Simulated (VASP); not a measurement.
**Pb: single point with RPBE**

Pb:

```xyz
3
Lattice="5.5349 0.0000 0.0000 -2.7674 4.7933 0.0000 0.0000 0.0000 3.3393" Properties=species:S:1:pos:R:3 pbc="T T T"
Pb    5.5349    0.0000    0.0000
Pb    0.0000    3.1956    1.6697
Pb    2.7674    1.5978    1.6697
```

This cell differs from its parent crystal: volume scaled by 0.88.

```
Program                : VASP 6.6.1
Task                   : single point
Functional             : RPBE
Potentials or basis    : VASP PAW PBE potentials, release 64 (Pb_d)
Cutoff                 : 520 eV
k mesh                 : 8 × 8 × 12
Occupations            : fermi-dirac, width 0.1 eV
Spin                   : no spin polarisation
Dipole correction      : no
Further INCAR settings : ALGO = Normal; EDIFF = 1e-06; NBANDS = 28
```

- Pressure: 5.7 GPa
- Band gap on the k mesh: zero (band 21 reaches 9.32 eV, above the bottom of band 22 at 5.57 eV)

Stress tensor (GPa, compression positive):
```
5.91 0.00 0.00
0.00 5.91 0.00
0.00 0.00 5.30
```

Levels at points of the mesh, in eV from the Fermi level:
```csv
k point,band 17,band 18,band 19,band 20,band 21,band 22,band 23,band 24,band 25,band 26
"(0.00, 0.00, 0.00)",-7.43,-7.00,-2.20,-2.20,-2.09,-2.09,3.15,7.12,7.97,7.97
"(0.50, 0.00, 0.00)",-10.19,-7.90,-4.18,0.66,0.73,3.01,3.26,4.10,5.07,5.15
"(0.00, 0.00, 0.50)",-7.87,-4.95,-2.10,-1.31,-0.31,-0.31,-0.26,0.98,0.98,2.44
"(0.50, 0.00, 0.50)",-7.33,-7.03,-3.68,-2.85,-1.55,-1.19,0.57,3.34,4.17,4.72
```

Wall time 64 s on 1 thread of Intel(R) Xeon(R) 6975P-C (Granite Rapids), with other jobs on the host, peak memory 0.28 GiB.

Caveat: the PAW data sets were made with another functional, which shifts forces and pressure a little; spin-orbit coupling is left out, which moves the levels of the heavy elements.
